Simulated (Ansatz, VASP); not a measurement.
One calculation of TiCo3, two programs

```xyz
4
Lattice="3.4220 0.0000 0.0000 0.0000 3.4220 0.0000 0.0000 0.0000 3.4220" Properties=species:S:1:pos:R:3 pbc="T T T"
Ti    0.0000    0.0000    0.0000
Co    0.0000    1.7110    1.7110
Co    1.7110    0.0000    1.7110
Co    1.7110    1.7110    0.0000
```

Change from the starting cell: volume scaled by 0.88, no spin polarisation, PAW files.

Alike in both runs: task single point; functional PBEsol; k mesh 10 × 10 × 10; occupations fermi-dirac, width 0.05 eV; no spin polarisation.

|  | VASP | Ansatz |
| --- | --- | --- |
| version | VASP 6.6.1 | Ansatz 0.2.0 |
| potentials or method | VASP PAW PBE potentials, release 64 (Ti_sv, Co) | PAW with Ansatz's default frozen-core files, scalar-relativistic |
| plane-wave cutoff (eV) | 520 | 420 |
| valence electrons in the cell | 39 | 63 |

|  | VASP | Ansatz | Ansatz less VASP |
| --- | --- | --- | --- |
| pressure (GPa) | 25.4 | 26.5 | +1.09 |

VASP's potentials were made for PBE, not for PBEsol. VASP's potentials hold 39 valence electrons a cell and Ansatz's 63, so a difference there can come from the potentials and not from the codes.
